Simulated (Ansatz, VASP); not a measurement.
Two plane-wave programs on In

INCAR

```
SYSTEM = In
ALGO     = Normal         ! electronic algorithm
EDIFF    = 1E-6           ! SCF threshold, eV
ENCUT    = 520            ! plane-wave cutoff, eV
GGA      = PE             ! functional
ISIF     = 2              ! what is computed and relaxed
ISMEAR   = 0              ! smearing method
LASPH    = .True.         ! aspherical terms in the spheres
LCHARG   = .True.         ! write CHGCAR
LELF     = .True.         ! ELF
LREAL    = .False.        ! projectors in reciprocal space
LVHAR    = .True.       
LWAVE    = .False.        ! write WAVECAR
NBANDS   = 12             ! bands
NELM     = 80             ! most SCF steps
PREC     = Accurate       ! precision mode
SIGMA    = 0.05           ! smearing width, eV
```

File KPOINTS:

```
k-points
0
Gamma
  8 8 8
  0 0 0
```

Contents of POSCAR:

```
In
1.0
   -1.9105867664      1.9105867664      1.9105867664
    1.9105867664     -1.9105867664      1.9105867664
    1.9105867664      1.9105867664     -1.9105867664
In
1
Direct
    0.0000000000      0.0000000000      0.0000000000
```

Input for Ansatz:

```yaml
crystal:
  lattice:
    - [-1.9105867664, 1.9105867664, 1.9105867664]
    - [1.9105867664, -1.9105867664, 1.9105867664]
    - [1.9105867664, 1.9105867664, -1.9105867664]
  atoms:
    - { symbol: In, position: [0.0, 0.0, 0.0] }
basis:
  ecutwfc: 420
  ecutrho_ratio: 4
kpoints:
  mp_grid: { grid: [8, 8, 8] }
hamiltonian:
  xc: pbe
scf:
  occupations: { method: gaussian, width: 0.05 }
output:
  forces: true
  stress: true
  eigenvalues: true
```

Alike in both runs: task single point; functional PBE; k mesh 8 × 8 × 8; occupations gaussian, width 0.05 eV; no spin polarisation.

|  | VASP | Ansatz |
| --- | --- | --- |
| version | VASP 6.6.1 | Ansatz 0.2.0 |
| potentials or method | VASP PAW PBE potentials, release 64 (In_d), cutoff 520 eV | scalar-relativistic, plane waves, PAW |
| valence electrons in the cell | 13 | 13 |

Ansatz gave:

* gap on the k mesh at the Fermi level (eV): none
* pressure (GPa): 0.1

Q: What did VASP give for the same quantities?

A: gap on the k mesh at the Fermi level (eV): none; pressure (GPa): 0.0.

A gap of «none» marks a metal or a gap that the smearing closes. The functional is the same, so the differences come from potentials, cutoffs and numerics.
